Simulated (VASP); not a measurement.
Input of a VASP 6.6.1 run:

Contents of INCAR:

```
ALGO = Normal
EDIFF = 1E-6
ENCUT = 500
GGA = CA
GGA_COMPAT = False
ISIF = 2
ISMEAR = -1
LASPH = True
LCHARG = False
LREAL = False
LWAVE = False
NBANDS = 14
NELM = 120
PREC = Accurate
SIGMA = 0.08
```

File KPOINTS:

```
k-points
0
Gamma
  14 14 14
```

POSCAR

```
PIr
1.0
    0.0000000000      2.0464760695      2.0464760695
    2.0464760695      0.0000000000      2.0464760695
    2.0464760695      2.0464760695      0.0000000000
Ir P
1 1
Direct
    0.0000000000      0.0000000000      0.0000000000
    0.5000000000      0.5000000000      0.5000000000
```

Potentials or basis: VASP PAW LDA potentials, release 64 (Ir, P).

The run is started by

```sh
$ cat potpaw_LDA.64/Ir/POTCAR potpaw_LDA.64/P/POTCAR > POTCAR
$ mpirun -np 1 vasp_std > vasp.out
```

Task: Estimate the band gap on the k mesh.

Result: Zero (band 7 reaches 21.31 eV, above the bottom of band 8 at 17.99 eV).

Task: Predict the pressure.

Result: 404.7 GPa.

Caveat: spin-orbit coupling is left out, which moves the levels of the heavy elements.
